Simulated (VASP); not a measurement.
# Mg (Pm-3m) in VASP: a series of runs

Runs on Mg. Level: PBEsol. Tasks: relaxation of cell and atoms.

Everything below comes from runs of VASP 6.6.1. Logs are shortened: lines on timing, memory, paths and dates and some standing lists are left out, and cuts for length are marked.

### Step 1. The cell of the first run

Symmetry: Pm-3m, No. 221, cubic system. The conventional cell has a = 2.247 Å, b = 2.247 Å, c = 2.247 Å, α = 90.00°, β = 90.00°, γ = 90.00°. Mg (site symmetry m-3m) has 6 Mg at 2.25 Å within 3.0 Å.

### Step 2. Relaxation of cell and atoms, PBEsol, target pressure 100 GPa, at which the enthalpy is minimised

Input file INCAR:

```
PREC = Accurate
ENCUT = 600
EDIFF = 1E-7
ISMEAR = -1
SIGMA = 0.1
LREAL = F
LASPH = T
NELM = 80
ALGO = Normal
ISIF = 3
LWAVE = F
LCHARG = F
GGA = PS
IBRION = 2
NSW = 60
EDIFFG = -0.005
PSTRESS = 1000.0
```

Input file KPOINTS:

```
regular mesh
0
Gamma
  17 17 17
```

Input file POSCAR:

```
Mg
1.0
    2.2472989914      0.0000000000      0.0000000000
    0.0000000000      2.2472989914      0.0000000000
    0.0000000000      0.0000000000      2.2472989914
Mg
1
Direct
    0.0000000000      0.0000000000      0.0000000000
```

Potentials or basis: VASP PAW PBE potentials, release 64 (Mg).

Run with:

```
$ cat potpaw_PBE.64/Mg/POTCAR > POTCAR
$ mpirun -np 1 vasp_std > vasp.out
```

OUTCAR:

```text
PREC = Accurate
   ENCUT = 600
   EDIFF = 1E-7
   ISMEAR = -1
   LREAL = F
   LASPH = T
   NELM = 80
   ISIF = 3
   GGA = PS
   IBRION = 2
   NSW = 60
   EDIFFG = -0.005
   PSTRESS = 1000.0

 ion  position               nearest neighbor table
   1  0.000  0.000  0.000-

  LATTYP: Found a simple cubic cell.
 ALAT       =     2.2472989914

  Lattice vectors:

 A1 = (   2.2472989914,   0.0000000000,   0.0000000000)
 A2 = (   0.0000000000,   2.2472989914,   0.0000000000)
 A3 = (   0.0000000000,   0.0000000000,   2.2472989914)

Analysis of symmetry for initial positions (statically):
=====================================================================
 Subroutine PRICEL returns:
 Original cell was already a primitive cell.

 Routine SETGRP: Setting up the symmetry group for a
 simple cubic supercell.

 Subroutine GETGRP returns: Found 48 space group operations
 (whereof 48 operations were pure point group operations)
 out of a pool of 48 trial point group operations.

The static configuration has the point symmetry O_h .

Analysis of symmetry for dynamics (positions and initial velocities):
=====================================================================
 Subroutine PRICEL returns:
 Original cell was already a primitive cell.

 Routine SETGRP: Setting up the symmetry group for a
 simple cubic supercell.

 Subroutine GETGRP returns: Found 48 space group operations
 (whereof 48 operations were pure point group operations)
 out of a pool of 48 trial point group operations.

The dynamic configuration has the point symmetry O_h .

 Subroutine INISYM returns: Found 48 space group operations
 (whereof 48 operations are pure point group operations),
 and found     1 'primitive' translations

----------------------------------------------------------------------------------------

                                     Primitive cell

  volume of cell :      11.3497

  direct lattice vectors                    reciprocal lattice vectors
     2.247298991  0.000000000  0.000000000     0.444978618  0.000000000  0.000000000
     0.000000000  2.247298991  0.000000000     0.000000000  0.444978618  0.000000000
     0.000000000  0.000000000  2.247298991     0.000000000  0.000000000  0.444978618

  length of vectors
     2.247298991  2.247298991  2.247298991     0.444978618  0.444978618  0.444978618

  position of ions in fractional coordinates (direct lattice)
     0.000000000  0.000000000  0.000000000

  ion indices of the primitive-cell ions
   primitive index   ion index
                 1           1

----------------------------------------------------------------------------------------

 KPOINTS: regular mesh

Automatic generation of k-mesh.
 Grid dimensions read from file:
 generate k-points for:   17   17   17

 Generating k-lattice:

  Cartesian coordinates                     Fractional coordinates (reciprocal lattice)
     0.026175213  0.000000000  0.000000000     0.058823529  0.000000000  0.000000000
     0.000000000  0.026175213  0.000000000     0.000000000  0.058823529  0.000000000
     0.000000000  0.000000000  0.026175213     0.000000000  0.000000000  0.058823529

  Length of vectors
     0.026175213  0.026175213  0.026175213

  Shift w.r.t. Gamma in fractional coordinates (k-lattice)
     0.000000000  0.000000000  0.000000000

 Subroutine IBZKPT returns following result:
 ===========================================

 Found    165 irreducible k-points:

 Following reciprocal coordinates:
            Coordinates               Weight
  0.000000  0.000000  0.000000      1.000000
  0.058824  0.000000  0.000000      6.000000
  0.117647  0.000000  0.000000      6.000000
  0.176471  0.000000  0.000000      6.000000
  0.235294  0.000000  0.000000      6.000000
  0.294118  0.000000  0.000000      6.000000
[... 16 lines left out ...]
  0.411765  0.117647  0.000000     24.000000
  0.470588  0.117647  0.000000     24.000000
 [... further k-points ...]
   k-points           NKPTS =    165   k-points in BZ     NKDIM =    165   number of bands    NBANDS=      5
   number of dos      NEDOS =    301   number of ions     NIONS =      1
   total plane-waves  NPLWV =   5832
   dimension x,y,z NGX =    18 NGY =   18 NGZ =   18
   dimension x,y,z NGXF=    36 NGYF=   36 NGZF=   36
   ions per type =               1
   NGX,Y,Z   is equivalent  to a cutoff of  13.32, 13.32, 13.32 a.u.
   NGXF,Y,Z  is equivalent  to a cutoff of  26.63, 26.63, 26.63 a.u.
 SYSTEM =  unknown system
   PREC   = accura    normal or accurate (medium, high low for compatibility)
   ISTART =      0    job   : 0-new  1-cont  2-samecut
   ICHARG =      2    charge: 1-file 2-atom 10-const
   ISPIN  =      1    spin polarized calculation?
   LNONCOLLINEAR =      F non collinear calculations
   LSORBIT =      F    spin-orbit coupling
   LASPH  =      T    aspherical Exc in radial PAW
   ENCUT  =  600.0 eV  44.10 Ry    6.64 a.u.   4.49  4.49  4.49*2*pi/ulx,y,z
   NELM   =     80;   NELMIN=  2; NELMDL= -5     # of ELM steps
   EDIFF  = 0.1E-06   stopping-criterion for ELM
   LREAL  =      F    real-space projection
   EDIFFG = -.5E-02   stopping-criterion for IOM
   NSW    =     60    number of steps for IOM
   IBRION =      2    ionic relax: 0-MD 1-quasi-New 2-CG
   NFREE  =      1    steps in history (QN), initial steepest desc. (CG)
   ISIF   =      3    stress and relaxation
   ISYM   =      2    0-nonsym 1-usesym 2-fastsym
   POTIM  = 0.5000    time-step for ionic-motion
   TEBEG  =    0.0;   TEEND  =   0.0 temperature during run
   PSTRESS= 1000.0 pullay stress
   NELECT =       2.0000    total number of electrons
   NUPDOWN=      -1.0000    fix difference up-down
   EMIN   =  10.00;   EMAX   =-10.00  energy-range for DOS
   EFERMI =   0.00;   METHOD = LEGACY
   ISMEAR =    -1;   SIGMA  =   0.10  broadening in eV -4-tet -1-fermi 0-gaus
   EFERMI_NEDOS =   21; number of points for ismear=-14 and -15
   IALGO  =     38    algorithm
   IMIX   =      4    mixing-type and parameters
     AMIX     =   0.40;   BMIX     =  1.00
     AMIX_MAG =   1.60;   BMIX_MAG =  1.00
  volume/ion in A,a.u.               =      11.35        76.59
  Fermi-wavevector in a.u.,A,eV,Ry     =   0.917820  1.734427 11.461449  0.842393
  Thomas-Fermi vector in A             =   2.042832
   LORBIT       =      0    0 simple, 1 ext, 2 COOP (PROOUT), +10 PAW based schemes
   GGA     = PS    functional components
   LHFCALC =     F    Hartree Fock is set to
   AEXX    =    0.0000 exact exchange contribution
   IVDW    =     0    specifies the selected vdW correction
   LEPSILON=     F    determine dielectric tensor
   LRPA    =     F    only Hartree local field effects (RPA)
 conjugate gradient relaxation of ions
 non-spin polarized calculation
  energy-cutoff  :      600.00
  volume of cell :       11.35
 maximum number of plane-waves:       392
 NGX is ok and might be reduce to    18
   NGX =  9   NGY =  9   NGZ =  9

--------------------------------------- Ionic step        1  -------------------------------------------

 number of electron       2.0000000 magnetization

 Free energy of the ion-electron system (eV)
  ---------------------------------------------------
  ext. energy  EPLUGINS =         0.00000000
  ---------------------------------------------------
  free energy    TOTEN  =         1.21397768 eV

  energy without entropy =        1.22273730  energy(sigma->0) =        1.21835749

------------------------ aborting loop because EDIFF is reached ----------------------------------------

  FORCE on cell =-STRESS in cart. coord.  units (eV):
  Direction    XX          YY          ZZ          XY          YZ          ZX
  --------------------------------------------------------------------------------------
  -------------------------------------------------------------------------------------
  Total        7.3130863      7.3130863      7.3130863      0.0000000      0.0000000      0.0000000
  in kB     1032.3541618   1032.3541618   1032.3541618      0.0000000      0.0000000      0.0000000
  external PRESSURE =      32.3541618 kB  Pullay stress =    1000.0000000 kB
[... 59 lines left out ...]
  enthalpy is  TOTEN    =         8.3017411533 eV   P V=        7.3214782890

--------------------------------------- Ionic step        3  -------------------------------------------

 number of electron       2.0000000 magnetization

 Free energy of the ion-electron system (eV)
  ---------------------------------------------------
  ext. energy  EPLUGINS =         0.00000000
  ---------------------------------------------------
  free energy    TOTEN  =         1.13477022 eV

  energy without entropy =        1.14392992  energy(sigma->0) =        1.13935007

 E-fermi :   7.7639     XC(G=0): -11.0418

 val. band max:        7.7565556617   @ k =   0.4118   0.1176   0.1176
 cond. band min:       7.8479295750   @ k =   0.4118   0.1765   0.0000
 fundamental gap:      0.0913739133
 Fermi energy:         7.7639402401

 k-point     1 :       0.0000    0.0000    0.0000
  band No.  band energies     occupation
      1      -2.8332      2.00000
      2      19.0340      0.00000
      3      19.0340      0.00000
      4      25.3644      0.00000
      5      25.3644      0.00000

 k-point     2 :       0.0588    0.0000    0.0000
  band No.  band energies     occupation
      1      -2.7291      2.00000
      2      18.3452      0.00000
      3      19.1259      0.00000
      4      25.4156      0.00000
      5      25.4156      0.00000
[... 169 lines left out ...]
 k-point    24 :       0.4706    0.1176    0.0000
  band No.  band energies     occupation
      1       3.5403      2.00000
      2       5.9042      2.00000
      3      22.2218      0.00000
      4      23.6420      0.00000
      5      28.0807      0.00000

 [... further k-points ...]
[... 5 lines left out ...]
  --------------------------------------------------------------------------------------
  -------------------------------------------------------------------------------------
  Total        7.1604718      7.1604718      7.1604718      0.0000000      0.0000000     -0.0000000
  in kB      999.8064136    999.8064136    999.8064136      0.0000000      0.0000000     -0.0000000
  external PRESSURE =      -0.1935864 kB  Pullay stress =    1000.0000000 kB
[... 16 lines left out ...]
  FREE ENERGIE OF THE ION-ELECTRON SYSTEM (eV)
  ---------------------------------------------------
  free  energy   TOTEN  =         1.1347702170 eV

  energy  without entropy=        1.1439299197  energy(sigma->0) =        1.13935007

  enthalpy is  TOTEN    =         8.2966284627 eV   P V=        7.1618582457

 reached required accuracy - stopping structural energy minimisation
```

It took 27 s on 1 thread of AMD EPYC 7R43 (Zen 3), shared host; peak memory 0.1 GiB.

Results:

```yaml
Free_energy: 1.1348 eV
Relaxed_volume: 11.47 Å³/atom
Relaxed_cell: a = 2.256 Å, b = 2.256 Å, c = 2.256 Å, α = 90.00°, β = 90.00°, γ = 90.00°
Space_group_after_relaxing_to_0.05_Å: Pm-3m (No. 221)
Energy_change_on_relaxing_the_enthalpy_is_what_falls: -79.2 meV/atom
Ionic_steps: 3
Pressure_after_relaxing: 100.0 GPa
Band_gap_on_the_k_mesh: zero (band 1 reaches 13.60 eV, above the bottom of band 2 at 5.51 eV)
```

Step by step:
| step | energy change (eV) | largest force (eV/Å) | pressure (GPa) | volume (Å³) |
| --- | --- | --- | --- | --- |
| 1 | 0.0000 | 0.0000 | 103.24 | 11.35 |
| 2 | -0.2337 | 0.0000 | 93.70 | 11.73 |
| 3 | -0.0792 | 0.0000 | 99.98 | 11.47 |

Final structure:
```
Mg
1.0
     2.25551    0.00000    0.00000
     0.00000    2.25551    0.00000
     0.00000    0.00000    2.25551
Mg
1
Direct
  0.00000 0.00000 0.00000
```

Caveat: the cell is relaxed towards a set pressure, so the enthalpy falls and the energy may rise; the PAW data sets were made with another functional, which shifts forces and pressure a little.

### Step 3. Relaxation of cell and atoms, PBEsol, target pressure 100 GPa, at which the enthalpy is minimised

This run uses another cell than the first one, of 11.41 Å³/atom, 1.005 times its volume.

Input file INCAR:

```
SYSTEM = Mg
PREC = Accurate
ENCUT = 600
EDIFF = 1E-7
ISMEAR = -1
SIGMA = 0.1
LREAL = .False.
LASPH = .True.
NELM = 60
ALGO = Normal
ISIF = 3
LWAVE = .False.
LCHARG = .False.
GGA = PS
IBRION = 2
NSW = 32
EDIFFG = -0.005
PSTRESS = 1000.0
```

Input file KPOINTS:

```
Automatic mesh
0
Gamma
  17 17 17
  0 0 0
```

Input file POSCAR:

```
Mg
1.0
    2.2512863341      0.0000000000      0.0000000000
    0.0000000000      2.2512863341      0.0000000000
    0.0000000000      0.0000000000      2.2512863341
Mg
1
Direct
    0.0000000000      0.0000000000      0.0000000000
```

Potentials or basis: VASP PAW PBE potentials, release 64 (Mg).

Run with:

```
$ cat potpaw_PBE.64/Mg/POTCAR > POTCAR
$ mpirun -np 1 vasp_std > vasp.out
```

It took 22 s on 1 thread of AMD EPYC 7R43 (Zen 3), shared host; peak memory 0.1 GiB.

Results (log left out):

```
Free energy                                            : 1.1352 eV
Relaxed volume                                         : 11.47 Å³/atom
Relaxed cell                                           : a = 2.255 Å, b = 2.255 Å, c = 2.255 Å, α = 90.00°, β = 90.00°, γ = 90.00°
Space group after relaxing (to 0.05 Å)                 : Pm-3m (No. 221)
Energy change on relaxing (the enthalpy is what falls) : -40.1 meV/atom
Ionic steps                                            : 3
Pressure after relaxing                                : 100.0 GPa
Band gap on the k mesh                                 : zero (band 1 reaches 13.60 eV, above the bottom of band 2 at 5.51 eV)
```

The path:
```csv
step,energy change (eV),largest force (eV/Å),pressure (GPa),volume (Å³)
1,0.0000,0.0000,101.64,11.41
2,-0.1204,0.0000,96.73,11.60
3,-0.0401,0.0000,100.00,11.47
```

Final structure:
```xyz
1
Lattice="2.2555 0.0000 0.0000 0.0000 2.2555 0.0000 0.0000 0.0000 2.2555" Properties=species:S:1:pos:R:3 pbc="T T T"
Mg    0.0000    0.0000    0.0000
```

Levels at points of the mesh, in eV from the Fermi level:
| k point | band 1 | band 2 | band 3 | band 4 |
| --- | --- | --- | --- | --- |
| (0.00, 0.00, 0.00) | -10.60 | 11.27 | 11.27 | 17.60 |

Caveat: the cell is relaxed towards a set pressure, so the enthalpy falls and the energy may rise; the PAW data sets were made with another functional, which shifts forces and pressure a little.
